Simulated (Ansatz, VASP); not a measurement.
**AgI: VASP beside Ansatz**

```
Ag I
1.0
     0.00000    3.31285    3.31285
     3.31285    0.00000    3.31285
     3.31285    3.31285    0.00000
Ag I
1 1
Direct
  0.00000 0.00000 0.00000
  0.75000 0.75000 0.75000
```

Alike in both runs: task single point; functional PBE; k mesh 10 × 10 × 10; occupations gaussian, width 0.05 eV; no spin polarisation.

|  | VASP | Ansatz |
| --- | --- | --- |
| version | VASP 6.6.1 | Ansatz 0.2.0 |
| potentials or method | VASP PAW PBE potentials, release 64 (Ag, I), cutoff 500 eV | scalar-relativistic, plane waves, PAW |
| valence electrons in the cell | 18 | 36 |

Ansatz gave:

```
gap on the k mesh at the Fermi level (eV) : 1.34
least direct gap on the mesh (eV)         : 1.34
pressure (GPa)                            : 0.0
```

Estimate VASP's values.

gap on the k mesh at the Fermi level (eV): 1.35; least direct gap on the mesh (eV): 1.35; pressure (GPa): 0.0.

VASP's potentials hold 18 valence electrons a cell and Ansatz's 36, so a difference there can come from the potentials and not from the codes.

Neither program's run includes spin-orbit coupling.
